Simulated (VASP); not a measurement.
Write the native input for VASP 6.6.1 that does the following.

```yaml
Task: single point
Functional: LDA
Potentials_or_basis: VASP PAW LDA potentials, release 64 (Be)
Cutoff: 600 eV
k_mesh: 21 × 21 × 21
Occupations: fermi-dirac, width 0.1 eV
Spin: no spin polarisation
Dipole_correction: no
Further_INCAR_settings: ALGO = Normal; EDIFF = 1e-06; NBANDS = 7
```

The structure of Be lies in POSCAR:

```
Be
1.0
    1.8061325457      0.0000000000      0.0000000000
    0.0000000000      1.8061325457      0.0000000000
    0.0000000000      0.0000000000      1.8061325457
Be
1
Direct
    0.0000000000      0.0000000000      0.0000000000
```

This cell differs from its parent crystal: volume scaled by 0.6.

The input as run:

INCAR

```
PREC     = Accurate       # precision mode
ENCUT    = 600            # plane-wave cutoff, eV
EDIFF    = 1E-6           # SCF threshold, eV
ISMEAR   = -1             # smearing method
SIGMA    = 0.1            # smearing width, eV
LREAL    = F              # projectors in reciprocal space
LASPH    = T              # aspherical terms in the spheres
NELM     = 120            # most SCF steps
ALGO     = Normal         # electronic algorithm
ISIF     = 2              # what is computed and relaxed
LWAVE    = F              # write WAVECAR
LCHARG   = F              # write CHGCAR
NBANDS   = 7              # bands
GGA_COMPAT= F
```

KPOINTS

```
regular mesh
0
Gamma
  21 21 21
```

Potentials or basis: VASP PAW LDA potentials, release 64 (Be).

The run is started by

```sh
$ cat potpaw_LDA.64/Be/POTCAR > POTCAR
$ mpirun -np 1 vasp_std > vasp.out
```

Results of the run:

- Pressure: 93.9 GPa
- Band gap on the k mesh: zero (band 1 reaches 16.88 eV, above the bottom of band 2 at 9.21 eV)

It took 2.9 s on 1 thread of Intel(R) Xeon(R) 6975P-C (Granite Rapids) (shared host), peak memory 0.11 GiB.
